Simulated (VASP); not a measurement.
A run of VASP 6.6.1:

Contents of INCAR:

```
ALGO = Normal
EDIFF = 1E-6
ENCUT = 500
GGA = PS
GGA_COMPAT = F
ISIF = 2
ISMEAR = 0
LASPH = T
LCHARG = T
LELF = T
LREAL = F
LVHAR = T
LWAVE = F
NBANDS = 17
NELM = 120
PREC = Accurate
SIGMA = 0.01
```

The input KPOINTS:

```
k-points
0
Gamma
  6 6 6
```

The input POSCAR:

```
Na2S
1.0
   -0.0162531116      3.2424957570      3.2424957570
    3.2424957570     -0.0162531116      3.2424957570
    3.2424957570      3.2424957570     -0.0162531116
Na S
2 1
Direct
    0.2503134875      0.2503134875      0.2503134875
    0.7496865125      0.7496865125      0.7496865125
    0.0000000000      0.0000000000      0.0000000000
```

Potentials or basis: VASP PAW PBE potentials, release 64 (Na_pv, S).

Run with:

```sh
$ cat potpaw_PBE.64/Na_pv/POTCAR potpaw_PBE.64/S/POTCAR > POTCAR
$ mpirun -np 1 vasp_std > vasp.out
```

Hardware: 1 thread of Intel(R) Xeon(R) Platinum 8488C (Sapphire Rapids) (shared host).

Task: How long does it take, and how much memory?

Result: It took 40 s on 1 thread of Intel(R) Xeon(R) Platinum 8488C (Sapphire Rapids), on a shared host, peak memory 0.2 GiB. Counts: scf iterations 18, k points 32.
